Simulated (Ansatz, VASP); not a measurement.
Given: the input of a run of VASP 6.6.1 on Ir.

POSCAR

```
Ir
1.0
    2.7875843874      0.0000000000      0.0000000000
   -1.3937921937      2.4141188946      0.0000000000
    0.0000000000      0.0000000000      4.5210110761
Ir
2
Direct
    0.3333333333      0.6666666667      0.2500000000
    0.6666666667      0.3333333333      0.7500000000
```

Contents of INCAR.step1:

```
PREC = Accurate ; ENCUT = 520
ISMEAR = -1 ; SIGMA = 0.05
LREAL = F ; LASPH = T
NELM = 60 ; NBANDS = 16
GGA = PE ; ALGO = Normal
EDIFF = 1E-4 ; LWAVE = T
LCHARG = F
```

INCAR.step2

```
PREC = Accurate ; ENCUT = 520
EDIFF = 1E-6 ; ISMEAR = -1
SIGMA = 0.05 ; LREAL = F
LASPH = T ; NELM = 60
ALGO = Normal ; ISIF = 2
LWAVE = F ; LCHARG = T
METAGGA = R2SCAN ; LMIXTAU = T
LELF = T ; LVHAR = T
NBANDS = 16 ; ISTART = 1
```

Contents of KPOINTS:

```
regular mesh
0
Gamma
  11 11 6
```

Potentials or basis: VASP PAW PBE potentials, release 64 (Ir).

Launch:

```sh
$ cat potpaw_PBE.64/Ir/POTCAR > POTCAR
$ cp INCAR.step1 INCAR
$ mpirun -np 1 vasp_std > vasp.out
$ cp INCAR.step2 INCAR
$ mpirun -np 1 vasp_std > vasp.out
```

Problem. Translate it to Ansatz 0.2.0. Potentials there: Ansatz PAW.

Solution. As run (the cutoff follows the program's own potentials):

File input.yaml:

```yaml
crystal:
  lattice:
    - [2.7875843874, 0.0, 0.0]
    - [-1.3937921937, 2.4141188946, 0.0]
    - [0.0, 0.0, 4.5210110761]
  atoms:
    - { symbol: Ir, position: [0.3333333333, 0.6666666667, 0.25] }
    - { symbol: Ir, position: [0.6666666667, 0.3333333333, 0.75] }
hamiltonian:
  xc: r2scan
  pseudopotentials: { kind: paw }
kpoints:
  mp_grid: { grid: [11, 11, 6] }
scf:
  occupations: { method: fermi_dirac, width: 0.05 }
output:
  forces: true
  stress: true
  eigenvalues: true
```

Potentials or basis: Ansatz PAW.

The run is started by

```sh
$ ansatz run input.yaml --threads 1 --pin off --max-ram 3584MiB --backend cpu --events-out ev --progress --plain --runs-dir out
```

Both were run:

|  | VASP | Ansatz | Ansatz less VASP |
| --- | --- | --- | --- |
| gap on the k mesh at the Fermi level (eV) | none | none | - |
| pressure (GPa) | -18.5 | -20.3 | -1.79 |
| traceless stress, the component that is largest in VASP (GPa) | -0.44 | -0.53 | -0.093 |

VASP's potentials were made for PBE, not for r2SCAN. A gap of «none» marks a metal or a gap that the smearing closes. The functional is the same, so the differences come from potentials, cutoffs and numerics. VASP's potentials hold 18 valence electrons a cell and Ansatz's 34, so a difference there can come from the potentials and not from the codes.

Spin-orbit coupling is off throughout.
